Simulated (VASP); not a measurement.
A run of VASP 6.6.1 is set up as follows.

File INCAR:

```
SYSTEM = Al2Cu
ALGO = Normal
EDIFF = 1E-6
ENCUT = 520
GGA = PS
ISIF = 2
ISMEAR = -1
LASPH = .True.
LCHARG = .True.
LELF = .True.
LREAL = .False.
LVHAR = .True.
LWAVE = .False.
NBANDS = 16
NELM = 60
PREC = Accurate
SIGMA = 0.05
```

Contents of KPOINTS:

```
k-points
0
Gamma
  7 7 9
  0 0 0
```

The input POSCAR:

```
Al2Cu
1.0
    4.0861938979      0.0000000000      0.0000000000
    0.0000000000      4.0861938979      0.0000000000
    0.0000000000      0.0000000000      2.8459988790
Cu Al
1 2
Direct
    0.0000000000      0.0000000000      0.0000000000
    0.0000000000      0.5000000000      0.5000000000
    0.5000000000      0.0000000000      0.5000000000
```

Potentials or basis: VASP PAW PBE potentials, release 64 (Cu, Al).

Launch:

```console
$ cat potpaw_PBE.64/Cu/POTCAR potpaw_PBE.64/Al/POTCAR > POTCAR
$ mpirun -np 1 vasp_std > vasp.out
```

Estimate the pressure.

0.1 GPa.

Caveat: the PAW data sets were made with another functional, which shifts forces and pressure a little.
